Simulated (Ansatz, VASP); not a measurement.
One calculation of InP, two programs

INCAR

```
SYSTEM = InP
PREC = Accurate
ENCUT = 500
EDIFF = 1E-6
ISMEAR = 0
SIGMA = 0.02
LREAL = .False.
LASPH = .True.
NELM = 120
ALGO = Normal
ISIF = 2
LWAVE = .False.
LCHARG = .False.
GGA = PS
NBANDS = 16
GGA_COMPAT = .False.
```

The input KPOINTS:

```
Automatic mesh
0
Gamma
  6 6 6
  0 0 0
```

Contents of POSCAR:

```
InP
1.0
    0.0000000000      2.9394395703      2.9394395703
    2.9394395703      0.0000000000      2.9394395703
    2.9394395703      2.9394395703      0.0000000000
In P
1 1
Direct
    0.0000000000      0.0000000000      0.0000000000
    0.2500000000      0.2500000000      0.2500000000
```

Input for Ansatz:

```yaml
crystal:
  lattice:
    - [0.0, 2.9394395703, 2.9394395703]
    - [2.9394395703, 0.0, 2.9394395703]
    - [2.9394395703, 2.9394395703, 0.0]
  atoms:
    - { symbol: In, position: [0.0, 0.0, 0.0] }
    - { symbol: P, position: [0.25, 0.25, 0.25] }
basis:
  ecutwfc: 420
kpoints:
  mp_grid: { grid: [6, 6, 6] }
hamiltonian:
  xc: pbesol
  pseudopotentials: { kind: paw, azcp: { folder: soft_1 } }
scf:
  occupations: { method: gaussian, width: 0.02 }
output:
  forces: true
  stress: true
  eigenvalues: true
```

Alike in both runs: task single point; functional PBEsol; k mesh 6 × 6 × 6; occupations gaussian, width 0.02 eV; no spin polarisation.

```csv
,VASP,Ansatz
version,VASP 6.6.1,Ansatz 0.2.0
potentials or method,"VASP PAW PBE potentials, release 64 (In_d, P), cutoff 500 eV","scalar-relativistic, plane waves, PAW"
valence electrons in the cell,18,18
```

|  | VASP | Ansatz | Ansatz less VASP |
| --- | --- | --- | --- |
| gap on the k mesh at the Fermi level (eV) | 0.56 | 0.56 | -0.001 |
| least direct gap on the mesh (eV) | 0.56 | 0.56 | -0.001 |
| pressure (GPa) | 0.0 | 0.0 | +0.03 |

VASP's potentials were made for PBE, not for PBEsol, and Ansatz warns of the same on its side.
